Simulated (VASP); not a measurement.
A run of VASP 6.6.1 is set up as follows.

The input INCAR:

```
PREC = Accurate
ENCUT = 520
EDIFF = 1E-7
ISMEAR = -1
SIGMA = 0.05
LREAL = F
LASPH = T
NELM = 80
ALGO = Normal
ISIF = 2
LWAVE = F
LCHARG = T
LELF = T
LVHAR = T
NBANDS = 22
```

KPOINTS

```
Automatic mesh
0
Gamma
  9 9 5
```

File POSCAR:

```
HfC
1.0
    3.3868561774      0.0000000000      0.0000000000
   -1.6934280887      2.9331034886      0.0000000000
    0.0000000000      0.0000000000      5.2711786145
Hf C
2 2
Direct
    0.3333333333      0.6666666667      0.2500000000
    0.6666666667      0.3333333333      0.7500000000
    0.0000000000      0.0000000000      0.5000000000
    0.0000000000      0.0000000000      0.0000000000
```

Potentials or basis: VASP PAW LDA potentials, release 64 (Hf_pv, C).

Run with:

```bash
$ cat potpaw_LDA.64/Hf_pv/POTCAR potpaw_LDA.64/C/POTCAR > POTCAR
$ mpirun -np 1 vasp_std > vasp.out
```

Problem. Predict the band gap on the k mesh.

Solution. Zero (band 14 reaches 6.94 eV, above the bottom of band 15 at 5.91 eV).

Problem. What does it give for the pressure?

Solution. -20.0 GPa.

Stress tensor (GPa, compression positive):
```
-21.28   0.00   0.00
  0.00 -21.28   0.00
  0.00   0.00 -17.55
```

Caveat: spin-orbit coupling is left out, which moves the levels of the heavy elements.
